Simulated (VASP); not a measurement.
**CaCu2S2: single point with PBEsol**

The system is CaCu2S2.

```
Ca Cu S
1.0
     3.94000    0.00000    0.00000
    -1.97000    3.41214    0.00000
     0.00000    0.00000    6.52300
Ca Cu S
1 2 2
Direct
  0.00000 0.00000 0.00000
  0.33333 0.66667 0.37649
  0.66667 0.33333 0.62351
  0.33333 0.66667 0.74630
  0.66667 0.33333 0.25370
```

```yaml
Program: VASP 6.6.1
Task: single point
Functional: PBEsol
Potentials_or_basis: VASP PAW PBE potentials, release 64 (Ca_sv, Cu, S)
Cutoff: 520 eV
k_mesh: 6 × 6 × 4
Occupations: gaussian, width 0.1 eV
Spin: collinear spin, ferromagnetic start
Starting_moments: "[0.0, 1.0, 1.0, 0.0, 0.0] μB"
Dipole_correction: no
Further_INCAR_settings: ALGO = Normal; EDIFF = 1e-06; NBANDS = 34
```

The pressure is -4.6 GPa. The largest force is 0.446 eV/Å. The band gap on the k mesh is 1.00 eV, direct. The net moment is 0.00 μB per cell and the valence electrons inside the program's atomic spheres are Ca 8.17; Cu 9.93; S 3.69.

Forces on the atoms (eV/Å):
```
Ca   0.000  0.000  0.000
Cu   0.000  0.000  0.039
Cu   0.000  0.000 -0.039
S    0.000  0.000 -0.446
S    0.000  0.000  0.446
```

Stress tensor (GPa, compression positive):
```
-4.67  0.00  0.00
 0.00 -4.67  0.00
 0.00  0.00 -4.55
```

Levels at points of the mesh, in eV from the valence-band top:
Spin up:
```tsv
k point	band 20	band 21	band 22	band 23	band 24	band 25
(0.00, 0.00, 0.00)	-0.15	0.00	0.00	1.00	2.20	2.75
(0.50, 0.00, 0.00)	-1.63	-1.46	-0.64	1.97	3.23	3.96
(0.00, 0.00, 0.50)	-0.58	-0.29	-0.29	1.93	2.29	3.32
(0.50, 0.00, 0.50)	-1.63	-0.78	-0.49	1.92	2.87	2.96
```
Spin down:
```tsv
k point	band 20	band 21	band 22	band 23	band 24	band 25
(0.00, 0.00, 0.00)	-0.15	0.00	0.00	1.00	2.20	2.75
(0.50, 0.00, 0.00)	-1.63	-1.46	-0.64	1.97	3.23	3.96
(0.00, 0.00, 0.50)	-0.58	-0.29	-0.29	1.93	2.29	3.32
(0.50, 0.00, 0.50)	-1.63	-0.78	-0.49	1.92	2.87	2.96
```

Wall time 2.4 min on 1 thread of Intel(R) Xeon(R) Platinum 8488C (Sapphire Rapids) (shared host), peak memory 0.3 GiB.

Caveat: the PAW data sets were made with another functional, which shifts forces and pressure a little.
